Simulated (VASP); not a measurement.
Input of a VASP 6.6.1 run:

Contents of INCAR:

```
PREC = Accurate ; ENCUT = 1340
EDIFF = 1E-6 ; ISMEAR = 0
SIGMA = 0.15 ; LREAL = False
LASPH = True ; NELM = 120
ALGO = Normal ; ISIF = 2
LWAVE = False ; LCHARG = True
GGA = CA ; LELF = True
LVHAR = True ; NBANDS = 28
GGA_COMPAT = False
```

File KPOINTS:

```
Automatic mesh
0
Gamma
  10 10 8
```

Contents of POSCAR:

```
SnO
1.0
    3.6790000000      0.0000000000      0.0000000000
    0.0000000000      3.6790000000      0.0000000000
    0.0000000000      0.0000000000      4.6553197995
Sn O
2 2
Direct
    0.0000000000      0.5000000000      0.2457459271
    0.5000000000      0.0000000000      0.7542540729
    0.0000000000      0.0000000000      0.0000000000
    0.5000000000      0.5000000000      0.0000000000
```

Potentials or basis: VASP PAW LDA potentials, release 64 (Sn_d, O_h).

Launch:

```bash
$ cat potpaw_LDA.64/Sn_d/POTCAR potpaw_LDA.64/O_h/POTCAR > POTCAR
$ mpirun -np 1 vasp_std > vasp.out
```

**Question.** What does it give for the band gap on the k mesh?

**Answer.** Zero (bands 20 and 21 overlap by 0.52 eV).

**Question.** What does it give for the pressure?

**Answer.** 6.4 GPa.

Stress tensor (GPa, compression positive):
```
7.44 0.00 0.00
0.00 7.44 0.00
0.00 0.00 4.32
```

Caveat: the cell stands under pressure; semilocal functionals underestimate gaps, and a narrow one can read as zero; spin-orbit coupling is left out, which moves the levels of the heavy elements.
